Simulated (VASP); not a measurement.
A run of VASP 6.6.1:

File INCAR:

```
SYSTEM = Cd
PREC = Accurate
ENCUT = 520
EDIFF = 1E-6
ISMEAR = 1
SIGMA = 0.27211386245988
LREAL = .False.
LASPH = .True.
NELM = 60
ALGO = Normal
ISIF = 2
LWAVE = .False.
LCHARG = .False.
GGA = PS
NBANDS = 19
ISYM = 0
```

The input KPOINTS:

```
Automatic mesh
0
Gamma
  5 4 4
  0 0 0
```

POSCAR

```
Cd
1.0
    2.9788725081      0.0000000000      0.0000000000
   -1.4894362540      2.5797792666      0.0000000000
    0.0000000000      0.0000000000      5.6176500000
Cd
2
Direct
    0.3333333333      0.6666666667      0.2500000000
    0.6666666667      0.3333333333      0.7500000000
```

Potentials or basis: VASP PAW PBE potentials, release 64 (Cd).

Command:

```bash
$ cat potpaw_PBE.64/Cd/POTCAR > POTCAR
$ mpirun -np 1 vasp_std > vasp.out
```

Hardware: 1 thread of Intel(R) Xeon(R) Platinum 8375C CPU @ 2.90GHz (Ice Lake), with other jobs on the host.

Question: How long does it take, and how much memory?

Answer: It took 17 s on 1 thread of Intel(R) Xeon(R) Platinum 8375C CPU @ 2.90GHz (Ice Lake), on a shared host, peak memory 0.17 GiB. Counts: scf iterations 11, k points 42.
